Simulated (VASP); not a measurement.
Crystal: MgC2.

```
CELL_PARAMETERS angstrom
3.10000 0.00000 0.00000
-1.55000 2.68468 0.00000
0.00000 0.00000 4.96000
ATOMIC_POSITIONS crystal
Mg 0.00000 0.00000 0.00000
C 0.33333 0.66667 0.25000
C 0.66667 0.33333 0.75000
```

* Program: VASP 6.6.1
* Task: relaxation of cell and atoms
* Functional: PBEsol
* Potentials or basis: VASP PAW PBE potentials, release 64 (Mg, C)
* Cutoff: 600 eV
* k mesh: 5 × 5 × 3
* Occupations: methfessel-paxton, width 0.01 eV
* Spin: no spin polarisation

At the start: pressure -0.7 GPa; volume 13.76 Å³/atom.

Problem. How do energy, volume and symmetry change on relaxing?

Solution. Over 28 steps the energy falls by 2812.9 meV/atom and the volume is 8.35 Å³/atom (-39.3 %); space group P-3m1 (No. 164, to 0.1 Å) before and after.

The path:
```csv
step,energy change (eV),largest force (eV/Å),pressure (GPa),volume (Å³)
1,0.0000,1.1528,-0.68,41.28
2,-0.1670,1.3180,-3.20,40.92
3,-1.0748,2.9906,-13.26,39.75
4,-4.5043,3.5540,-32.06,36.96
5,-4.3005,0.3765,-13.47,29.42
6,-4.9068,0.5712,-22.72,31.97
7,-4.8937,1.0962,-22.75,32.47
8,-4.9099,0.8227,-22.74,32.22
9,-4.9680,0.5975,-22.53,31.84
10,-5.0686,0.1290,-21.35,30.72
11,-5.0350,0.5153,-13.75,28.55
12,-5.0898,0.0125,-19.65,29.95
13,-5.2246,0.0449,-18.23,29.45
14,-5.5629,0.2156,-12.98,27.97
15,-5.9985,0.3021,-2.21,25.10
16,-6.5938,2.0766,50.41,19.72
17,-6.8194,2.3163,56.19,19.55
18,-7.1385,0.6769,80.83,18.94
19,-7.6662,1.7659,53.81,20.20
20,-7.9674,3.5155,22.85,22.23
21,-8.2462,1.8507,12.62,23.01
22,-8.3646,0.0604,1.83,24.03
23,-8.3825,0.0938,1.28,24.17
24,-8.4189,0.2201,-0.07,24.57
25,-8.4257,0.5577,-1.23,25.36
26,-8.4326,0.3967,-0.95,25.04
27,-8.4385,0.0663,0.11,25.04
28,-8.4387,0.0024,0.33,25.04
```

Final structure:
```
Mg C
1.0
     2.62275    0.00000    0.00000
    -1.31137    2.27137    0.00000
     0.00000    0.00000    4.20383
Mg C
1 2
Direct
  0.00000 0.00000 0.00000
  0.33333 0.66667 0.55367
  0.66667 0.33333 0.44633
```

Caveat: the k points lie up to 0.55 Å⁻¹ apart in the final cell; the volume moved by over 15 % at a fixed basis, so the end points are rough; the PAW data sets were made with another functional, which shifts forces and pressure a little.
